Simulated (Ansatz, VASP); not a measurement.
## Two plane-wave programs on CdI2

Contents of POSCAR:

```
CdI2
1.0
    4.2470087538      0.0000000000      0.0000000000
   -2.1235043769      3.6780174709      0.0000000000
    0.0000000000      0.0000000000      6.8950250881
Cd I
1 2
Direct
    0.0000000000      0.0000000000      0.0000000000
    0.3333333333      0.6666666667      0.2493934742
    0.6666666667      0.3333333333      0.7506065258
```

Contents of INCAR.step1:

```
PREC     = Accurate       # precision mode
ENCUT    = 400            # plane-wave cutoff, eV
EDIFF    = 1E-5           # SCF threshold, eV
ISMEAR   = 0              # smearing method
SIGMA    = 0.05           # smearing width, eV
LREAL    = False          # projectors in reciprocal space
LASPH    = True           # aspherical terms in the spheres
NELM     = 120            # most SCF steps
ALGO     = Normal         # electronic algorithm
ISIF     = 2              # what is computed and relaxed
LWAVE    = True           # write WAVECAR
LCHARG   = False          # write CHGCAR
NBANDS   = 20             # bands
GGA      = PE             # functional
GGA_COMPAT= False
```

The input INCAR.step2:

```
PREC     = Accurate       # precision mode
ENCUT    = 400            # plane-wave cutoff, eV
EDIFF    = 1E-6           # SCF threshold, eV
ISMEAR   = 0              # smearing method
SIGMA    = 0.05           # smearing width, eV
LREAL    = False          # projectors in reciprocal space
LASPH    = True           # aspherical terms in the spheres
NELM     = 120            # most SCF steps
ALGO     = Normal         # electronic algorithm
ISIF     = 2              # what is computed and relaxed
LWAVE    = False          # write WAVECAR
LCHARG   = False          # write CHGCAR
GGA      = PE             # functional
LHFCALC  = True           # exact exchange
HFSCREEN = 0.2079         # screening, 1/A
PRECFOCK = Normal       
NBANDS   = 20             # bands
ISTART   = 1            
GGA_COMPAT= False
```

File KPOINTS:

```
Automatic mesh
0
Gamma
  6 6 2
```

Input for Ansatz:

```yaml
crystal:
  lattice:
    - [4.2470087538, 0.0, 0.0]
    - [-2.1235043769, 3.6780174709, 0.0]
    - [0.0, 0.0, 6.8950250881]
  atoms:
    - { symbol: Cd, position: [0.0, 0.0, 0.0] }
    - { symbol: I, position: [0.3333333333, 0.6666666667, 0.2493934742] }
    - { symbol: I, position: [0.6666666667, 0.3333333333, 0.7506065258] }
kpoints:
  mp_grid: { grid: [6, 6, 2] }
hamiltonian:
  xc: hse06
scf:
  occupations: { method: gaussian, width: 0.05 }
  n_extra_bands: 4
output:
  forces: true
  stress: true
  eigenvalues: true
```

Alike in both runs: task single point; functional HSE06; k mesh 6 × 6 × 2; occupations gaussian, width 0.05 eV; no spin polarisation.

|  | VASP | Ansatz |
| --- | --- | --- |
| version | VASP 6.6.1 | Ansatz 0.2.0 |
| potentials or method | VASP PAW PBE potentials, release 64 (Cd, I) | plane waves |
| plane-wave cutoff (eV) | 400 | 420 |
| valence electrons in the cell | 26 | 54 |

|  | VASP | Ansatz | Ansatz less VASP |
| --- | --- | --- | --- |
| gap on the k mesh at the Fermi level (eV) | 3.34 | 3.34 | -0.001 |
| pressure (GPa) | 0.6 | 0.8 | +0.17 |
| traceless stress, the component that is largest in VASP (GPa) | -0.09 | -0.08 | +0.012 |
| rms of the force components (eV/Å) | 0.030 | 0.037 | +0.0071 |

Atom by atom the forces differ by 0.007 eV/Å (rms over components). VASP's potentials hold 26 valence electrons a cell and Ansatz's 54, so a difference there can come from the potentials and not from the codes. Ansatz's warnings: stress exchange threshold loose, stress scf threshold loose.

The k mesh is coarse, so the values compare programs but aren't converged. Neither program's run includes spin-orbit coupling.
